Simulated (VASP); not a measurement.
## RbBaSi2: single point with PBE

RbBaSi2:

```
CELL_PARAMETERS angstrom
5.33454 0.00000 0.00000
-2.66727 4.61985 0.00000
0.00000 0.00000 7.63181
ATOMIC_POSITIONS crystal
Rb 0.00000 0.00000 0.00000
Ba 0.00000 0.00000 0.50000
Si 0.33333 0.66667 0.50000
Si 0.66667 0.33333 0.50000
```

The cell was generated, and may not be a known phase.

```json
{"Program": "VASP 6.6.1", "Task": "single point", "Functional": "PBE", "Potentials or basis": "VASP PAW PBE potentials, release 64 (Rb_sv, Ba_sv, Si)", "Cutoff": "520 eV", "k mesh": "6 × 6 × 4", "Occupations": "gaussian, width 0.1 eV", "Spin": "no spin polarisation", "Dipole correction": "no", "Further INCAR settings": "ALGO = Normal; EDIFF = 1e-06; NBANDS = 22"}
```

The pressure is 0.5 GPa. The band gap on the k mesh is zero (an odd number of electrons rules out a gap without spin polarisation).

Stress tensor (GPa, compression positive):
```
0.62 0.00 0.00
0.00 0.62 0.00
0.00 0.00 0.14
```

Levels at points of the mesh, in eV from the Fermi level:
| k point | band 9 | band 10 | band 11 | band 12 | band 13 | band 14 | band 15 | band 16 | band 17 | band 18 |
| --- | --- | --- | --- | --- | --- | --- | --- | --- | --- | --- |
| (0.00, 0.00, 0.00) | -8.38 | -4.57 | -2.80 | -2.80 | -1.62 | -0.80 | 1.82 | 1.85 | 2.07 | 2.07 |
| (0.50, 0.00, 0.00) | -6.78 | -6.53 | -1.65 | -1.38 | -1.06 | 0.05 | 0.48 | 0.68 | 1.45 | 1.64 |
| (0.00, 0.00, 0.50) | -8.38 | -4.57 | -2.79 | -2.79 | -2.07 | 1.01 | 1.16 | 1.75 | 2.42 | 2.42 |
| (0.50, 0.00, 0.50) | -6.77 | -6.53 | -1.67 | -1.39 | -1.03 | -0.33 | 0.69 | 1.70 | 2.01 | 2.24 |

Wall time 83 s on 1 thread of Oxide Virtual Turin-like Processor, on a shared host, peak memory 0.31 GiB.

Caveat: spin-orbit coupling is left out, which moves the levels of the heavy elements; an odd number of electrons without spin polarisation forces a metal; a magnetic or distorted state may lie lower.
